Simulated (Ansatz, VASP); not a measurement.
## Two plane-wave programs on SnO

The input INCAR:

```
ALGO = Normal
EDIFF = 1E-7
ENCUT = 520
GGA = PS
ISIF = 2
ISMEAR = 0
LASPH = T
LCHARG = F
LREAL = F
LWAVE = F
NBANDS = 28
NELM = 80
PREC = Accurate
SIGMA = 0.15
```

File KPOINTS:

```
k-points
0
Gamma
  12 12 10
```

File POSCAR:

```
SnO
1.0
    3.8020000000      0.0000000000      0.0000000000
    0.0000000000      3.8020000000      0.0000000000
    0.0000000000      0.0000000000      4.8360000000
Sn O
2 2
Direct
    0.0000000000      0.5000000000      0.2385000000
    0.5000000000      0.0000000000      0.7615000000
    0.0000000000      0.0000000000      0.0000000000
    0.5000000000      0.5000000000      0.0000000000
```

Input for Ansatz:

```yaml
crystal:
  lattice:
    - [3.802, 0.0, 0.0]
    - [0.0, 3.802, 0.0]
    - [0.0, 0.0, 4.836]
  atoms:
    - { symbol: Sn, position: [0.0, 0.5, 0.2385] }
    - { symbol: Sn, position: [0.5, 0.0, 0.7615] }
    - { symbol: O, position: [0.0, 0.0, 0.0] }
    - { symbol: O, position: [0.5, 0.5, 0.0] }
basis:
  ecutwfc: 420
kpoints:
  mp_grid: { grid: [12, 12, 10] }
hamiltonian:
  xc: pbesol
scf:
  occupations: { method: gaussian, width: 0.15 }
output:
  forces: true
  stress: true
  eigenvalues: true
```

Alike in both runs: task single point; functional PBEsol; k mesh 12 × 12 × 10; occupations gaussian, width 0.15 eV; no spin polarisation.

|  | VASP | Ansatz |
| --- | --- | --- |
| version | VASP 6.6.1 | Ansatz 0.2.0 |
| potentials or method | VASP PAW PBE potentials, release 64 (Sn_d, O), cutoff 520 eV | scalar-relativistic, plane waves, PAW |
| valence electrons in the cell | 40 | 40 |

```csv
,VASP,Ansatz,Ansatz less VASP
gap on the k mesh at the Fermi level (eV),none,none,-
pressure (GPa),0.2,-0.1,-0.24
"traceless stress, the component that is largest in VASP (GPa)",-0.28,-0.30,-0.020
rms of the force components (eV/Å),0.060,0.025,-0.0350
```

VASP's potentials were made for PBE, not for PBEsol. Atom by atom the forces differ by 0.035 eV/Å (rms over components). A gap of «none» marks a metal or a gap that the smearing closes. With one functional, cell and mesh, what is left measures potentials, basis and numerics.
